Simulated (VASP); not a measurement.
HgTe (CsCl type), 2 atoms in the cell. The structure is cubic, space group Pm-3m (No. 221). The conventional cell has a = 3.397 Å, b = 3.397 Å, c = 3.397 Å, α = 90.00°, β = 90.00°, γ = 90.00°. Hg (site symmetry m-3m) has 8 Te at 2.94 Å and 6 Hg at 3.40 Å within 3.9 Å. Within 3.9 Å of Te (site symmetry m-3m) lie 8 Hg at 2.94 Å and 6 Te at 3.40 Å. 

```yaml
Program: VASP 6.6.1
Task: relaxation of cell and atoms
Functional: PBE
Potentials_or_basis: VASP PAW PBE potentials, release 64 (Hg, Te)
Cutoff: 600 eV
k_mesh: 13 × 13 × 13
Occupations: fermi-dirac, width 0.05 eV
Spin: no spin polarisation
Target_pressure: 42 GPa
Dipole_correction: no
Further_INCAR_settings: ALGO = Normal; EDIFF = 1e-06; IBRION = 2; EDIFFG = -0.005; NSW = 60; ISIF = 3
```

Potentials or basis: VASP PAW PBE potentials, release 64 (Hg, Te).

Command:

```bash
$ cat potpaw_PBE.64/Hg/POTCAR potpaw_PBE.64/Te/POTCAR > POTCAR
$ mpirun -np 1 vasp_std > vasp.out
```

Hardware: 1 thread of AMD EPYC 7R13, with other jobs on the host.

Question: Estimate the wall time of this run.

Answer: Run time: 120 s on 1 thread of AMD EPYC 7R13 (shared host), peak memory 0.18 GiB. Counts: scf iterations 31, k points 84, ion steps 3.
